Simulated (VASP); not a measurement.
# Zn (C2/m) in VASP: further runs, part 2 of 2

VASP 6.6.1. Earlier steps stand in the parts before.

### 3 Single point, PBEsol

This run uses another cell than the first one, of 14.73 Å³/atom.

File INCAR:

```
ALGO = Normal
EDIFF = 1E-6
ENCUT = 520
GGA = PS
ISIF = 2
ISMEAR = -1
LASPH = T
LCHARG = F
LREAL = F
LWAVE = F
NBANDS = 25
NELM = 80
PREC = Accurate
SIGMA = 0.05
```

File KPOINTS:

```
k-points
0
Gamma
  10 10 3
```

File POSCAR:

```
Zn
1.0
    2.2681701736     -1.3084870100      0.0000000000
    2.2681701736      1.3084870100      0.0000000000
   -1.5917165425      0.0000000000      7.4464163557
Zn
3
Direct
    0.7780178600      0.7780178600      0.3345049800
    0.2219821400      0.2219821400      0.6654950200
    0.0000000000      0.0000000000      0.0000000000
```

Potentials or basis: VASP PAW PBE potentials, release 64 (Zn).

Run with:

```bash
$ cat potpaw_PBE.64/Zn/POTCAR > POTCAR
$ mpirun -np 1 vasp_std > vasp.out
```

OUTCAR:

```text
EDIFF = 1E-6
   ENCUT = 520
   GGA = PS
   ISIF = 2
   ISMEAR = -1
   LASPH = T
   LREAL = F
   NELM = 80
   PREC = Accurate

 ion  position               nearest neighbor table
   1  0.778  0.778  0.335-   2 2.88   2 2.90   2 2.90   3 2.91   3 2.91   3 2.93
   2  0.222  0.222  0.665-   1 2.88   1 2.90   1 2.90   3 2.91   3 2.91   3 2.93
   3  0.000  0.000  0.000-   1 2.91   1 2.91   2 2.91   2 2.91   1 2.93   2 2.93

  LATTYP: Found a base centered monoclinic cell.
 ALAT       =     4.5363403472
 B/A-ratio  =     0.5768910222
 C/A-ratio  =     1.6785856438
 COS(beta)  =    -0.2090338380

  Lattice vectors:

 A1 = (   2.2681701736,  -1.3084870100,   0.0000000000)
 A2 = (   2.2681701736,   1.3084870100,   0.0000000000)
 A3 = (  -1.5917165425,   0.0000000000,   7.4464163557)

Analysis of symmetry for initial positions (statically):
=====================================================================
 Subroutine PRICEL returns:
 Original cell was already a primitive cell.

 Routine SETGRP: Setting up the symmetry group for a
 base centered monoclinic supercell.

 Subroutine GETGRP returns: Found  4 space group operations
 (whereof  4 operations were pure point group operations)
 out of a pool of  4 trial point group operations.

The static configuration has the point symmetry C_2h.

Analysis of symmetry for dynamics (positions and initial velocities):
=====================================================================
 Subroutine PRICEL returns:
 Original cell was already a primitive cell.

 Routine SETGRP: Setting up the symmetry group for a
 base centered monoclinic supercell.

 Subroutine GETGRP returns: Found  4 space group operations
 (whereof  4 operations were pure point group operations)
 out of a pool of  4 trial point group operations.

[... 109 lines left out ...]
   ISYM   =      2    0-nonsym 1-usesym 2-fastsym
   POTIM  = 0.5000    time-step for ionic-motion
   TEBEG  =    0.0;   TEEND  =   0.0 temperature during run
   PSTRESS=    0.0 pullay stress
   NELECT =      36.0000    total number of electrons
   NUPDOWN=      -1.0000    fix difference up-down
   EMIN   =  10.00;   EMAX   =-10.00  energy-range for DOS
   EFERMI =   0.00;   METHOD = LEGACY
   ISMEAR =    -1;   SIGMA  =   0.05  broadening in eV -4-tet -1-fermi 0-gaus
   EFERMI_NEDOS =   21; number of points for ismear=-14 and -15
   IALGO  =     38    algorithm
   IMIX   =      4    mixing-type and parameters
     AMIX     =   0.40;   BMIX     =  1.00
     AMIX_MAG =   1.60;   BMIX_MAG =  1.00
  volume/ion in A,a.u.               =      14.73        99.43
  Fermi-wavevector in a.u.,A,eV,Ry     =   1.528862  2.889130 31.802505  2.337418
  Thomas-Fermi vector in A             =   2.636562
   LORBIT       =      0    0 simple, 1 ext, 2 COOP (PROOUT), +10 PAW based schemes
   GGA     = PS    functional components
   LHFCALC =     F    Hartree Fock is set to
   AEXX    =    0.0000 exact exchange contribution
   IVDW    =     0    specifies the selected vdW correction
   LEPSILON=     F    determine dielectric tensor
   LRPA    =     F    only Hartree local field effects (RPA)
 non-spin polarized calculation
  energy-cutoff  :      520.00
  volume of cell :       44.20
 maximum number of plane-waves:      1209
   NGX =  9   NGY =  9   NGZ = 29

 number of electron      36.0000001 magnetization

 Free energy of the ion-electron system (eV)
  ---------------------------------------------------
  ext. energy  EPLUGINS =         0.00000000
  ---------------------------------------------------
  free energy    TOTEN  =        -4.77188075 eV

  energy without entropy =       -4.76688309  energy(sigma->0) =       -4.76938192

 E-fermi :   3.0113     XC(G=0): -11.8639

 val. band max:        3.0031611693   @ k =  -0.1000  -0.2000   0.3333
 cond. band min:       3.0641099686   @ k =   0.5000   0.2000   0.0000
 fundamental gap:      0.0609487993
 Fermi energy:         3.0112551412

 k-point     1 :       0.0000    0.0000    0.0000
  band No.  band energies     occupation
      1      -7.5142      2.00000
      2      -5.8042      2.00000
      3      -5.7956      2.00000
      4      -4.8535      2.00000
      5      -4.5871      2.00000
      6      -4.5849      2.00000
[... 661 lines left out ...]
     24      12.1089      0.00000
     25      13.0943      0.00000

 [... further k-points ...]
[... 5 lines left out ...]
  --------------------------------------------------------------------------------------
  -------------------------------------------------------------------------------------
  Total       -0.3807472     -0.5446677     -0.9043498      0.0000000      0.0000000     -0.1652831
  in kB      -13.8014558    -19.7433042    -32.7811864      0.0000000      0.0000000     -5.9912398
  external PRESSURE =     -22.1086488 kB  Pullay stress =       0.0000000 kB

 VOLUME and BASIS-vectors are now :
 -----------------------------------------------------------------------------
  energy-cutoff  :      520.00
  volume of cell :       44.20
      direct lattice vectors                 reciprocal lattice vectors
     2.268170174 -1.308487010  0.000000000     0.220442013 -0.382120721  0.047120814
     2.268170174  1.308487010  0.000000000     0.220442013  0.382120721  0.047120814
    -1.591716542  0.000000000  7.446416356     0.000000000  0.000000000  0.134292786

 POSITION                                       TOTAL-FORCE (eV/Angst)
 -----------------------------------------------------------------------------------
      2.99692      0.00000      2.49086        -0.004232     -0.000000      0.002262
     -0.05229      0.00000      4.95555         0.004232     -0.000000     -0.002262
      0.00000      0.00000      0.00000        -0.000000      0.000000      0.000000
 -----------------------------------------------------------------------------------
    total drift:                                0.000000     -0.000000     -0.000000

  FREE ENERGIE OF THE ION-ELECTRON SYSTEM (eV)
  ---------------------------------------------------
  free  energy   TOTEN  =        -4.7718807494 eV

  energy  without entropy=       -4.7668830941  energy(sigma->0) =       -4.76938192
```

stdout:

```text
POSCAR found type information on POSCAR Zn
 POSCAR found :  1 types and       3 ions
 scaLAPACK will be used
 -----------------------------------------------------------------------------
|                                                                             |
|                                                                             |
|     You enforced a specific xc type in the INCAR file but a different       |
|     I HOPE YOU KNOW WHAT YOU ARE DOING!                                     |
|                                                                             |
 -----------------------------------------------------------------------------

 LDA part: xc-table for (Slater+PW92), standard interpolation
 POSCAR, INCAR and KPOINTS ok, starting setup
 FFT: planning ... GRIDC
 FFT: planning ... GRID_SOFT
 FFT: planning ... GRID
 WAVECAR not read
 entering main loop
```

Run time: 34 s. Hardware: 1 thread of Intel Xeon 6975P-C (Granite Rapids), shared host; peak memory 0.2 GiB.

What came out:

```
Free energy            : -4.7719 eV
Pressure               : -2.2 GPa
Largest force          : 0.005 eV/Å
Band gap on the k mesh : zero (bands 18 and 19 overlap by 3.64 eV)
```

Forces in eV/Å, atoms in the order of the input:
```
Zn  -0.004  0.000  0.002
Zn   0.004  0.000 -0.002
Zn   0.000  0.000  0.000
```

Caveat: the PAW data sets were made with another functional, which shifts forces and pressure a little.

The gap in the log of VASP goes by the Fermi energy; the results here count the filled bands.